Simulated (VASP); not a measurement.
Here is a VASP 6.6.1 calculation.

INCAR

```
  PREC = Accurate
  ENCUT = 520
  EDIFF = 1E-6
  ISMEAR = -1
  SIGMA = 0.05
  LREAL = False
  LASPH = True
  NELM = 80
  ALGO = Normal
  ISIF = 2
  LWAVE = False
  LCHARG = True
  GGA = CA
  LELF = True
  LVHAR = True
  NBANDS = 12
```

Contents of KPOINTS:

```
regular mesh
0
Gamma
  9 9 9
```

Contents of POSCAR:

```
As
1.0
    1.8553776084      1.0712027616      3.4665688483
   -1.8553776084      1.0712027616      3.4665688483
    0.0000000000     -2.1424055233      3.4665688483
As
2
Direct
    0.2260000000      0.2260000000      0.2260000000
    0.7740000000      0.7740000000      0.7740000000
```

Potentials or basis: VASP PAW LDA potentials, release 64 (As).

Run with:

```console
$ cat potpaw_LDA.64/As/POTCAR > POTCAR
$ mpirun -np 1 vasp_std > vasp.out
```

(1) What does it give for the pressure?

(2) Predict the band gap on the k mesh.

## Answers

(1) 2.5 GPa.

(2) zero (band 5 reaches 5.92 eV, above the bottom of band 6 at 5.83 eV).
